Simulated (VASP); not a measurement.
Set up this calculation in VASP 6.6.1, as the native input.

| Item | Value |
| --- | --- |
| Task | single point |
| Functional | LDA |
| Potentials or basis | VASP PAW LDA potentials, release 64 (Al, N) |
| Cutoff | 520 eV |
| k mesh | 9 × 9 × 6 |
| Occupations | gaussian, width 0.05 eV |
| Spin | no spin polarisation |
| Dipole correction | no |
| Further INCAR settings | ALGO = Normal; EDIFF = 1e-06; NBANDS = 16 |

The structure of AlN lies in POSCAR:

```
AlN
1.0
    3.0631058397      0.0000000000      0.0000000000
   -1.5315529199      2.6527274717      0.0000000000
    0.0000000000      0.0000000000      4.9027355419
Al N
2 2
Direct
    0.3333333333      0.6666666667      0.0015212672
    0.6666666667      0.3333333333      0.5015212672
    0.3333333333      0.6666666667      0.3834787328
    0.6666666667      0.3333333333      0.8834787328
```

The input as run:

INCAR

```
ALGO = Normal ; EDIFF = 1E-6
ENCUT = 520 ; GGA = CA
ISIF = 2 ; ISMEAR = 0
LASPH = T ; LCHARG = F
LREAL = F ; LWAVE = F
NBANDS = 16 ; NELM = 80
PREC = Accurate ; SIGMA = 0.05
```

KPOINTS

```
k-points
0
Gamma
  9 9 6
```

Potentials or basis: VASP PAW LDA potentials, release 64 (Al, N).

Run with:

```sh
$ cat potpaw_LDA.64/Al/POTCAR potpaw_LDA.64/N/POTCAR > POTCAR
$ mpirun -np 1 vasp_std > vasp.out
```

Results of the run:

```yaml
Pressure: 6.2 GPa
Largest_force: 0.012 eV/Å
Band_gap_on_the_k_mesh: 4.65 eV, direct
```

Run time: 11 s on 1 thread of Intel(R) Xeon(R) 6975P-C (Granite Rapids), with other jobs on the host, peak memory 0.14 GiB.
